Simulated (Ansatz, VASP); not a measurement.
## SiNi in VASP and in Ansatz

```xyz
2
Lattice="0.0000 2.0005 2.0005 2.0005 0.0000 2.0005 2.0005 2.0005 0.0000" Properties=species:S:1:pos:R:3 pbc="T T T"
Ni    0.0000    0.0000    0.0000
Si    2.0005    2.0005    2.0005
```

Change from the starting cell: volume scaled by 0.64, LAPW.

Alike in both runs: task single point; functional LDA; k mesh 16 × 16 × 16; occupations fermi-dirac, width 0.08 eV; no spin polarisation.

|  | VASP | Ansatz |
| --- | --- | --- |
| version | VASP 6.6.1 | Ansatz 0.2.0 |
| potentials or method | VASP PAW LDA potentials, release 64 (Ni, Si), cutoff 520 eV | all-electron LAPW, scalar-relativistic |

```csv
,VASP,Ansatz,Ansatz less VASP
pressure (GPa),198.7,195.9,-2.76
```

LDA's correlation is that of Perdew and Zunger in VASP and of Perdew and Wang (1992) in Ansatz. Both programs put the cell under a high pressure, so it lies far from rest at this level. Ansatz ran all-electron here, and VASP with PAW potentials.

Noted on VASP's run: the cell as given lies far from equilibrium.
